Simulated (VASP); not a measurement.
# AlFe (R-3m) in VASP: single point with LDA

Aim: the single point of AlFe with LDA.

Program: VASP 6.6.1. These are calculated values, not measurements. Logs are shortened: lines on timing, memory, paths and dates and some standing lists are left out, and cuts for length are marked.

### Step 1. The cell of the first run

The structure is trigonal, space group R-3m (No. 166). The conventional cell has a = 4.075 Å, b = 4.075 Å, c = 5.141 Å, α = 90.00°, β = 90.00°, γ = 120.00°. Al (site symmetry -3m) has 8 Fe at 2.50 to 2.57 Å and 6 Al at 2.91 Å within 3.3 Å. Within 3.3 Å of Fe (site symmetry -3m) lie 8 Al at 2.50 to 2.57 Å and 6 Fe at 2.91 Å.

### Step 2. Single point, LDA, collinear spin, ferromagnetic start (stretched by +2 % along [0.577, 0.577, 0.577] at fixed volume)

File INCAR:

```
SYSTEM = AlFe
ALGO = Normal ; EDIFF = 1E-6
ENCUT = 520 ; ISIF = 2
ISMEAR = -1 ; ISPIN = 2
LASPH = .True. ; LCHARG = .False.
LMAXMIX = 4 ; LORBIT = 11
LREAL = .False. ; LWAVE = .False.
MAGMOM = 0 0.8 ; NBANDS = 16
NELM = 150 ; PREC = Accurate
SIGMA = 0.05
```

File KPOINTS:

```
k-points
0
Gamma
  10 10 10
  0 0 0
```

File POSCAR:

```
AlFe
1.0
    2.9102862334      0.0289568833      0.0289568833
    0.0289568833      2.9102862334      0.0289568833
    0.0289568833      0.0289568833      2.9102862334
Al Fe
1 1
Direct
    0.0000000000      0.0000000000      0.0000000000
    0.5000000000      0.5000000000      0.5000000000
```

Potentials or basis: VASP PAW LDA potentials, release 64 (Al, Fe).

Command:

```console
$ cat potpaw_LDA.64/Al/POTCAR potpaw_LDA.64/Fe/POTCAR > POTCAR
$ mpirun -np 1 vasp_std > vasp.out
```

OUTCAR:

```text
SYSTEM = AlFe
   EDIFF = 1E-6
   ENCUT = 520
   ISIF = 2
   ISMEAR = -1
   ISPIN = 2
   LASPH = .True.
   LORBIT = 11
   LREAL = .False.
   NELM = 150
   PREC = Accurate

 ion  position               nearest neighbor table
   1  0.000  0.000  0.000-   2 2.50   2 2.50   2 2.50   2 2.50   2 2.50   2 2.50   2 2.57   2 2.57

   2  0.500  0.500  0.500-   1 2.50   1 2.50   1 2.50   1 2.50   1 2.50   1 2.50   1 2.57   1 2.57

  LATTYP: Found a trigonal (rhomboedric) cell.
 ALAT       =     2.9105743355
 COS(alpha) =     0.0199947210

  Lattice vectors:

 A1 = (   2.9102862334,   0.0289568833,   0.0289568833)
 A2 = (   0.0289568833,   2.9102862334,   0.0289568833)
 A3 = (   0.0289568833,   0.0289568833,   2.9102862334)

Analysis of symmetry for initial positions (statically):
=====================================================================
 Subroutine PRICEL returns:
 Original cell was already a primitive cell.

 Routine SETGRP: Setting up the symmetry group for a
 trigonal (rhombohedral) supercell.

 Subroutine GETGRP returns: Found 12 space group operations
 (whereof 12 operations were pure point group operations)
 out of a pool of 12 trial point group operations.

The static configuration has the point symmetry D_3d.

Analysis of symmetry for dynamics (positions and initial velocities):
=====================================================================
 Subroutine PRICEL returns:
 Original cell was already a primitive cell.

 Routine SETGRP: Setting up the symmetry group for a
 trigonal (rhombohedral) supercell.

 Subroutine GETGRP returns: Found 12 space group operations
 (whereof 12 operations were pure point group operations)
 out of a pool of 12 trial point group operations.

The dynamic configuration has the point symmetry D_3d.

Analysis of structural, dynamic, and magnetic symmetry:
=====================================================================
 Subroutine PRICEL returns:
 Original cell was already a primitive cell.

 Routine SETGRP: Setting up the symmetry group for a
 trigonal (rhombohedral) supercell.

 Subroutine GETGRP returns: Found 12 space group operations
 (whereof 12 operations were pure point group operations)
 out of a pool of 12 trial point group operations.

The overall configuration has the point symmetry D_3d.

 Subroutine INISYM returns: Found 12 space group operations
 (whereof 12 operations are pure point group operations),
 and found     1 'primitive' translations

----------------------------------------------------------------------------------------

                                     Primitive cell

  volume of cell :      24.6422

[... 109 lines left out ...]
  volume/ion in A,a.u.               =      12.32        83.15
  Fermi-wavevector in a.u.,A,eV,Ry     =   1.251160  2.364349 21.298567  1.565401
  Thomas-Fermi vector in A             =   2.385120
   LORBIT       =     11    0 simple, 1 ext, 2 COOP (PROOUT), +10 PAW based schemes
   GGA     = CA    functional components
   LHFCALC =     F    Hartree Fock is set to
   AEXX    =    0.0000 exact exchange contribution
   IVDW    =     0    specifies the selected vdW correction
   LEPSILON=     F    determine dielectric tensor
   LRPA    =     F    only Hartree local field effects (RPA)
 spin polarized calculation
  energy-cutoff  :      520.00
  volume of cell :       24.64
 maximum number of plane-waves:       679
 NGX is ok and might be reduce to    24
   NGX = 11   NGY = 11   NGZ = 11

 number of electron      10.9999996 magnetization       0.7151067

 Free energy of the ion-electron system (eV)
  ---------------------------------------------------
  ext. energy  EPLUGINS =         0.00000000
  ---------------------------------------------------
  free energy    TOTEN  =       -14.19728471 eV

  energy without entropy =      -14.17864719  energy(sigma->0) =      -14.18796595

 E-fermi :   7.4269     XC(G=0): -12.1974

 val. band max:        7.4217458599   @ k =  -0.3000   0.2000   0.1000
 cond. band min:       7.4367967525   @ k =  -0.4000  -0.4000   0.2000
 fundamental gap:      0.0150508926
 Fermi energy:         7.4269010062

 spin component 1

 k-point     1 :       0.0000    0.0000    0.0000
  band No.  band energies     occupation
      1      -2.7363      1.00000
      2       4.9912      1.00000
      3       4.9912      1.00000
      4       7.1067      0.99835
      5       7.1067      0.99835
      6       7.1384      0.99689
[... 435 lines left out ...]
      5       6.4295      1.00000
      6       6.6785      1.00000
[... 8 lines left out ...]
     15      26.6241      0.00000
     16      28.2584      0.00000

 [... further k-points ...]

 spin component 2

 k-point     1 :       0.0000    0.0000    0.0000
  band No.  band energies     occupation
      1      -2.6971      1.00000
      2       5.4124      1.00000
      3       5.4124      1.00000
      4       7.7887      0.00072
      5       7.7887      0.00072
      6       7.8748      0.00013
[... 435 lines left out ...]
      5       7.0676      0.99924
      6       7.3351      0.86239
[... 8 lines left out ...]
     15      26.6470      0.00000
     16      28.2621      0.00000

 [... further k-points ...]
[... 5 lines left out ...]
  --------------------------------------------------------------------------------------
  -------------------------------------------------------------------------------------
  Total       -2.4274280     -2.4274280     -2.4274280     -0.3356526     -0.3356526     -0.3356526
  in kB     -157.8257903   -157.8257903   -157.8257903    -21.8233616    -21.8233616    -21.8233616
  external PRESSURE =    -157.8257903 kB  Pullay stress =       0.0000000 kB

 VOLUME and BASIS-vectors are now :
 -----------------------------------------------------------------------------
  energy-cutoff  :      520.00
  volume of cell :       24.64
      direct lattice vectors                 reciprocal lattice vectors
     2.910286233  0.028956883  0.028956883     0.343676191 -0.003385835 -0.003385835
     0.028956883  2.910286233  0.028956883    -0.003385835  0.343676191 -0.003385835
     0.028956883  0.028956883  2.910286233    -0.003385835 -0.003385835  0.343676191

 POSITION                                       TOTAL-FORCE (eV/Angst)
 -----------------------------------------------------------------------------------
      0.00000      0.00000      0.00000        -0.000000      0.000000      0.000000
      1.48410      1.48410      1.48410         0.000000     -0.000000     -0.000000
 -----------------------------------------------------------------------------------
    total drift:                                0.000000     -0.000000     -0.000000

  FREE ENERGIE OF THE ION-ELECTRON SYSTEM (eV)
  ---------------------------------------------------
  free  energy   TOTEN  =       -14.1972847121 eV

  energy  without entropy=      -14.1786471868  energy(sigma->0) =      -14.18796595

 total charge

# of ion       s       p       d       tot
------------------------------------------
    1        0.402   0.425   0.000   0.827
    2        0.420   0.468   6.485   7.374
--------------------------------------------------
tot          0.822   0.894   6.485   8.201

 magnetization (x)

# of ion       s       p       d       tot
------------------------------------------
    1       -0.007  -0.014   0.000  -0.021
    2       -0.001   0.006   0.739   0.744
--------------------------------------------------
tot         -0.008  -0.008   0.739   0.723
```

stdout:

```text
POSCAR found type information on POSCAR AlFe
 POSCAR found :  2 types and       2 ions
 scaLAPACK will be used
 LDA part: xc-table for (Slater(with rela. corr.)+CA(PZ))
 , standard interpolation
 POSCAR, INCAR and KPOINTS ok, starting setup
 FFT: planning ... GRIDC
 FFT: planning ... GRID_SOFT
 FFT: planning ... GRID
 WAVECAR not read
 entering main loop
```

Wall time 50 s (1 thread of Intel Xeon Platinum 8259CL at 2.50GHz (Skylake/Cascade Lake), shared host); peak memory 0.19 GiB.

What came out:

| Quantity | Value |
| --- | --- |
| Free energy | -14.1973 eV |
| Pressure | -15.8 GPa |
| Net moment | 0.72 μB per cell |
| Site moments | Al -0.02; Fe +0.74 μB |
| Valence electrons inside the program's atomic spheres | Al 0.83; Fe 7.37 |

Levels at points of the mesh, in eV from the Fermi level:
Spin up:
```tsv
k point	band 4	band 5	band 6	band 7	band 8	band 9
(0.00, 0.00, 0.00)	-0.32	-0.32	-0.29	6.05	6.05	6.21
(0.50, 0.00, 0.00)	-1.24	-1.19	-0.19	0.76	8.66	10.78
(0.50, 0.50, 0.00)	-1.89	-0.99	-0.98	0.33	3.02	3.85
(0.50, 0.50, 0.50)	0.37	0.37	2.57	3.10	3.10	3.90
```
Spin down:
```csv
k point,band 2,band 3,band 4,band 5,band 6,band 7,band 8,band 9
"(0.00, 0.00, 0.00)",-2.01,-2.01,0.36,0.36,0.45,6.10,6.10,6.26
"(0.50, 0.00, 0.00)",-5.75,-1.38,-0.65,-0.56,0.52,1.32,8.63,10.87
"(0.50, 0.50, 0.00)",-2.14,-2.13,-1.86,-0.35,-0.34,0.93,3.39,4.33
"(0.50, 0.50, 0.50)",-3.04,-3.04,0.97,0.97,2.66,3.18,3.18,3.88
```

Caveat: the cell stands under tension.
